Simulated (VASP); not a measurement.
Set up this calculation in VASP 6.6.1, as the native input.

| Quantity | Value |
| --- | --- |
| Task | single point |
| Functional | PBE |
| Potentials or basis | VASP PAW PBE potentials, release 64 (Li_sv, F) |
| Cutoff | 520 eV |
| k mesh | 10 × 10 × 10 |
| Occupations | gaussian, width 0.01 eV |
| Spin | no spin polarisation |
| Dipole correction | no |
| Further INCAR settings | ALGO = Normal; EDIFF = 1e-07; NBANDS = 12 |

The structure of LiF lies in POSCAR:

```
LiF
1.0
    0.0000000000      1.9948717375      1.9948717375
    1.9948717375      0.0000000000      1.9948717375
    1.9948717375      1.9948717375      0.0000000000
Li F
1 1
Direct
    0.0000000000      0.0000000000      0.0000000000
    0.5000000000      0.5000000000      0.5000000000
```

The input as run:

INCAR

```
  PREC = Accurate
  ENCUT = 520
  EDIFF = 1E-7
  ISMEAR = 0
  SIGMA = 0.01
  LREAL = False
  LASPH = True
  NELM = 60
  ALGO = Normal
  ISIF = 2
  LWAVE = False
  LCHARG = False
  GGA = PE
  NBANDS = 12
```

KPOINTS

```
regular mesh
0
Gamma
  10 10 10
```

Potentials or basis: VASP PAW PBE potentials, release 64 (Li_sv, F).

Run with:

```bash
$ cat potpaw_PBE.64/Li_sv/POTCAR potpaw_PBE.64/F/POTCAR > POTCAR
$ mpirun -np 1 vasp_std > vasp.out
```

It gave:

- Band gap on the k mesh: 9.35 eV

It took 9.5 s on 1 thread of Intel(R) Xeon(R) Platinum 8488C (Sapphire Rapids), on a shared host, peak memory 0.13 GiB.
